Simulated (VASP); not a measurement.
Wanted: the native input for a VASP 6.6.1 run.

| Item | Value |
| --- | --- |
| Task | single point |
| Functional | PBEsol |
| Potentials or basis | VASP PAW PBE potentials, release 64 (Tl_d) |
| Cutoff | 520 eV |
| k mesh | 18 × 18 × 18 |
| Occupations | gaussian, width 0.15 eV |
| Spin | no spin polarisation |
| Dipole correction | no |
| Further INCAR settings | ALGO = Normal; EDIFF = 1e-07; NBANDS = 12 |

The structure of Tl lies in POSCAR:

```
Tl
1.0
   -1.9895250000      1.9895250000      1.9895250000
    1.9895250000     -1.9895250000      1.9895250000
    1.9895250000      1.9895250000     -1.9895250000
Tl
1
Direct
    0.0000000000      0.0000000000      0.0000000000
```

This isn't the form of Tl at room conditions, which is hcp.

This cell differs from its parent crystal: strain +0.025 along x and y, +0.025 along z.

These files were run (other wordings do the same):

INCAR

```
SYSTEM = Tl
PREC     = Accurate       ! precision mode
ENCUT    = 520            ! plane-wave cutoff, eV
EDIFF    = 1E-7           ! SCF threshold, eV
ISMEAR   = 0              ! smearing method
SIGMA    = 0.15           ! smearing width, eV
LREAL    = .False.        ! projectors in reciprocal space
LASPH    = .True.         ! aspherical terms in the spheres
NELM     = 80             ! most SCF steps
ALGO     = Normal         ! electronic algorithm
ISIF     = 2              ! what is computed and relaxed
LWAVE    = .False.        ! write WAVECAR
LCHARG   = .False.        ! write CHGCAR
GGA      = PS             ! functional
NBANDS   = 12             ! bands
```

KPOINTS

```
Automatic mesh
0
Gamma
  18 18 18
  0 0 0
```

Potentials or basis: VASP PAW PBE potentials, release 64 (Tl_d).

Command:

```bash
$ cat potpaw_PBE.64/Tl_d/POTCAR > POTCAR
$ mpirun -np 1 vasp_std > vasp.out
```

Results of the run:

```json
{
 "Pressure": "-2.8 GPa",
 "Band gap on the k mesh": "zero (an odd number of electrons rules out a gap without spin polarisation)"
}
```

Caveat: the cell differs from its parent crystal (strain +0.025 along x and y, +0.025 along z); the PAW data sets were made with another functional, which shifts forces and pressure a little; spin-orbit coupling is left out, which moves the levels of the heavy elements.

Run time: 90 s on 1 thread of Intel Xeon 8259CL, on a shared host, peak memory 0.21 GiB.
